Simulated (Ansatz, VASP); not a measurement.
**One calculation of In3Sb, two programs**

```xyz
4
Lattice="4.7237 0.0000 0.0000 0.0000 4.7237 0.0000 0.0000 0.0000 4.7237" Properties=species:S:1:pos:R:3 pbc="T T T"
In    2.3618    2.3618    0.0000
In    2.3618    0.0000    2.3618
In    0.0000    2.3618    2.3618
Sb    0.0000    0.0000    0.0000
```

Alike in both runs: functional PBEsol; k mesh 10 × 10 × 10; occupations gaussian, width 0.1 eV; no spin polarisation.

Ansatz relaxed the structure, and its values are those at the end. VASP's run is a single point on that final structure, the one shown.

```csv
,VASP,Ansatz
version,VASP 6.6.1,Ansatz 0.2.0
potentials or method,"VASP PAW PBE potentials, release 64 (In_d, Sb), cutoff 520 eV","scalar-relativistic, plane waves, PAW"
valence electrons in the cell,44,54
```

```tsv
	VASP	Ansatz	Ansatz less VASP
gap on the k mesh at the Fermi level (eV)	none	none	-
pressure (GPa)	0.0	0.0	+0.01
```

VASP's potentials were made for PBE, not for PBEsol. A gap of «none» marks a metal or a gap that the smearing closes. The functional is the same, so the differences come from potentials, cutoffs and numerics. VASP's potentials hold 44 valence electrons a cell and Ansatz's 54, so a difference there can come from the potentials and not from the codes.

Spin-orbit coupling is off throughout.
